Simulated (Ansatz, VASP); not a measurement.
Zr in VASP and in Ansatz

```
CELL_PARAMETERS angstrom
3.47522 0.00000 0.00000
-1.73761 3.00963 0.00000
0.00000 0.00000 5.37671
ATOMIC_POSITIONS crystal
Zr 0.33333 0.66667 0.25000
Zr 0.66667 0.33333 0.75000
```

Alike in both runs: task single point; functional r2SCAN; k mesh 6 × 6 × 4; occupations gaussian, width 0.1 eV; no spin polarisation.

|  | VASP | Ansatz |
| --- | --- | --- |
| version | VASP 6.6.1 | Ansatz 0.2.0 |
| potentials or method | VASP PAW PBE potentials, release 64 (Zr_sv), cutoff 520 eV | scalar-relativistic, plane waves, PAW |
| valence electrons in the cell | 24 | 24 |

|  | VASP | Ansatz | Ansatz less VASP |
| --- | --- | --- | --- |
| gap on the k mesh at the Fermi level (eV) | none | none | - |
| pressure (GPa) | -12.5 | -12.5 | +0.01 |
| traceless stress, the component that is largest in VASP (GPa) | 1.35 | 1.34 | -0.011 |

VASP's potentials were made for PBE, not for r2SCAN. A gap of «none» marks a metal or a gap that the smearing closes.
